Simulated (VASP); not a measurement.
# Re (R-3m) in VASP: a series of runs, part 3 of 3

VASP 6.6.1. Earlier steps stand in the parts before.

## 6. Electric field gradients, PBE (15.11 Å³/atom)

Contents of INCAR:

```
SYSTEM = Re
ALGO = Normal
EDIFF = 1E-8
ENCUT = 520
GGA = PE
ISIF = 2
ISMEAR = -1
LASPH = .TRUE.
LCHARG = .FALSE.
LEFG = .TRUE.
LREAL = .FALSE.
LWAVE = .FALSE.
NBANDS = 18
NELM = 100
PREC = Accurate
SIGMA = 0.05
```

Contents of KPOINTS:

```
k-points
0
G
  15 15 15
  0 0 0
```

Contents of POSCAR:

```
Re
1.0
    1.3930884735      0.8043000052      6.7429710243
   -1.3930884735      0.8043000052      6.7429710243
    0.0000000000     -1.6086000104      6.7429710243
Re
3
Direct
    0.0000000000      0.0000000000      0.0000000000
    0.2221738800      0.2221738800      0.2221738800
    0.7778261200      0.7778261200      0.7778261200
```

Potentials or basis: VASP PAW PBE potentials, release 64 (Re).

Run with:

```bash
> cat potpaw_PBE.64/Re/POTCAR > POTCAR
> mpirun -np 1 vasp_std > vasp.out
```

OUTCAR:

```text
SYSTEM = Re
   EDIFF = 1E-8
   ENCUT = 520
   GGA = PE
   ISIF = 2
   ISMEAR = -1
   LASPH = .TRUE.
   LREAL = .FALSE.
   NELM = 100
   PREC = Accurate

 ion  position               nearest neighbor table
   1  0.000  0.000  0.000-   3 2.76   3 2.76   2 2.76   2 2.76   3 2.76   2 2.76
   2  0.222  0.222  0.222-   3 2.76   3 2.76   3 2.76   1 2.76   1 2.76   1 2.76
   3  0.778  0.778  0.778-   2 2.76   2 2.76   2 2.76   1 2.76   1 2.76   1 2.76

  LATTYP: Found a trigonal (rhomboedric) cell.
 ALAT       =     6.9321895695
 COS(alpha) =     0.9192306603

  Lattice vectors:

 A1 = (   1.3930884735,   0.8043000052,   6.7429710243)
 A2 = (  -1.3930884735,   0.8043000052,   6.7429710243)
 A3 = (   0.0000000000,  -1.6086000104,   6.7429710243)

Analysis of symmetry for initial positions (statically):
=====================================================================
 Subroutine PRICEL returns:
 Original cell was already a primitive cell.

 Routine SETGRP: Setting up the symmetry group for a
 trigonal (rhombohedral) supercell.

 Subroutine GETGRP returns: Found 12 space group operations
 (whereof 12 operations were pure point group operations)
 out of a pool of 12 trial point group operations.

The static configuration has the point symmetry D_3d.

Analysis of symmetry for dynamics (positions and initial velocities):
=====================================================================
 Subroutine PRICEL returns:
 Original cell was already a primitive cell.

 Routine SETGRP: Setting up the symmetry group for a
 trigonal (rhombohedral) supercell.
[... 160 lines left out ...]
 Fermi energy:         7.6517017012

 k-point     1 :       0.0000    0.0000    0.0000
  band No.  band energies     occupation
      1      -2.1228      2.00000
      2       0.9184      2.00000
      3       0.9789      2.00000
      4       5.7648      2.00000
      5       5.7648      2.00000
      6       5.8533      2.00000
[... 481 lines left out ...]
      5       4.4552      2.00000
      6       5.0040      2.00000
[... 10 lines left out ...]
     17      11.3174      0.00000
     18      12.2718      0.00000

 [... further k-points ...]
[... 5 lines left out ...]
  --------------------------------------------------------------------------------------
  -------------------------------------------------------------------------------------
  Total       -1.1128280     -1.1128280     -1.3591661      0.0000000      0.0000000      0.0000000
  in kB      -39.3313933    -39.3313933    -48.0378777      0.0000000      0.0000000      0.0000000
  external PRESSURE =     -42.2335547 kB  Pullay stress =       0.0000000 kB

 VOLUME and BASIS-vectors are now :
 -----------------------------------------------------------------------------
  energy-cutoff  :      520.00
  volume of cell :       45.33
      direct lattice vectors                 reciprocal lattice vectors
     1.393088473  0.804300005  6.742971024     0.358914749  0.207219527  0.049434193
    -1.393088473  0.804300005  6.742971024    -0.358914749  0.207219527  0.049434193
     0.000000000 -1.608600010  6.742971024     0.000000000 -0.414439054  0.049434193

 POSITION                                       TOTAL-FORCE (eV/Angst)
 -----------------------------------------------------------------------------------
      0.00000      0.00000      0.00000         0.000000     -0.000000      0.000000
      0.00000      0.00000      4.49434         0.000000     -0.000000     -0.014977
      0.00000      0.00000     15.73458         0.000000      0.000000      0.014977
 -----------------------------------------------------------------------------------
    total drift:                                0.000000      0.000000     -0.000000

  FREE ENERGIE OF THE ION-ELECTRON SYSTEM (eV)
  ---------------------------------------------------
  free  energy   TOTEN  =       -37.2487047386 eV

  energy  without entropy=      -37.2276172482  energy(sigma->0) =      -37.23816099

 Electric field gradients (V/A^2)
---------------------------------------------------------------------
 ion       V_xx      V_yy      V_zz      V_xy      V_xz      V_yz
---------------------------------------------------------------------
   1      39.318    39.318   -78.636     0.000     0.000     0.000
   2      17.620    17.620   -35.240    -0.000    -0.000    -0.000
   3      17.620    17.620   -35.240    -0.000     0.000    -0.000
---------------------------------------------------------------------

 Electric field gradients after diagonalization (V/A^2)
 (convention: |V_zz| > |V_xx| > |V_yy|)
----------------------------------------------------------------------
 ion       V_xx      V_yy      V_zz     asymmetry (V_yy - V_xx)/ V_zz
----------------------------------------------------------------------
   1      39.318    39.318   -78.636       0.000
   2      17.620    17.620   -35.240       0.000
   3      17.620    17.620   -35.240       0.000
----------------------------------------------------------------------

           NMR quadrupolar parameters

 Cq : quadrupolar parameter    Cq=e*Q*V_zz/h
 eta: asymmetry parameters     (V_yy - V_xx)/ V_zz
 Q  : nuclear electric quadrupole moment in mb (millibarn)
----------------------------------------------------------------------
 ion       Cq(MHz)       eta       Q (mb)
----------------------------------------------------------------------
   1      -0.190       0.000       1.000
   2      -0.085       0.000       1.000
   3      -0.085       0.000       1.000
----------------------------------------------------------------------
```

stdout:

```text
POSCAR found type information on POSCAR Re
 POSCAR found :  1 types and       3 ions
 scaLAPACK will be used
 LDA part: xc-table for (Slater+PW92), standard interpolation
 POSCAR, INCAR and KPOINTS ok, starting setup
 FFT: planning ... GRIDC
 FFT: planning ... GRID_SOFT
 FFT: planning ... GRID
 WAVECAR not read
 entering main loop
ion   1

ion   2

ion   3
```

Wall time 20 min (1 thread of Intel Xeon 6975P-C (Granite Rapids), shared host); peak memory 0.55 GiB.

What came out:

| Item | Value |
| --- | --- |
| Free energy | -37.2487 eV |
| Pressure | -4.2 GPa |
| Largest force | 0.015 eV/Å |
| Band gap on the k mesh | zero (an odd number of electrons rules out a gap without spin polarisation) |
| Largest electric field gradient by atom | Re -78.6, -35.2 (each value once) V/Å² |

Forces on the atoms (eV/Å):
```
Re   0.000  0.000  0.000
Re   0.000  0.000 -0.015
Re   0.000  0.000  0.015
```

Stress tensor (GPa, compression positive):
```
-3.93  0.00  0.00
 0.00 -3.93  0.00
 0.00  0.00 -4.80
```

Levels at points of the mesh, in eV from the Fermi level:
| k point | band 7 | band 8 | band 9 | band 10 | band 11 | band 12 | band 13 | band 14 |
| --- | --- | --- | --- | --- | --- | --- | --- | --- |
| (0.00, 0.00, 0.00) | -1.75 | -1.57 | -1.49 | -1.49 | -1.12 | -1.12 | 0.53 | 0.53 |

Electric field gradients, principal values (V/Å²):
```csv
atom,least,middle,greatest (by size)
1 Re,39.318,39.318,-78.636
2 Re,17.620,17.620,-35.240
3 Re,17.620,17.620,-35.240
```

Caveat: the cell stands under tension; without QUAD_EFG the Cq values of the log hold for a quadrupole moment of 1 mb, not for the nuclei; spin-orbit coupling is left out, which moves the levels of the heavy elements.

## 7. Overview

| cell | gap on the mesh (eV) | pressure (GPa) | largest force (eV/Å) |
| --- | --- | --- | --- |
| a = 6.932 Å, angles 23.2°, 3 atoms | none | -4.2 | 0.01 |
| a = 7.022 Å, angles 23.2°, 3 atoms | none | -16.6 | - |
| a = 6.794 Å, angles 23.2°, 3 atoms | none | 20.4 | 0.04 |
| a = 6.864 Å, angles 23.2°, 3 atoms | none | 7.1 | 0.03 |

Alike in all rows: task electric field gradients; level PBE; potentials or basis VASP PAW PBE potentials, release 64 (Re); no spin polarisation; k mesh 15 × 15 × 15; cutoff (eV) 520; smearing fermi-dirac 0.05 eV.

Caveats: spin-orbit coupling is left out, which moves the levels of the heavy elements; the cell stands under tension (at least some runs); the cell stands under pressure (at least some runs).

Absolute energies hang on the potentials; compare differences alone.
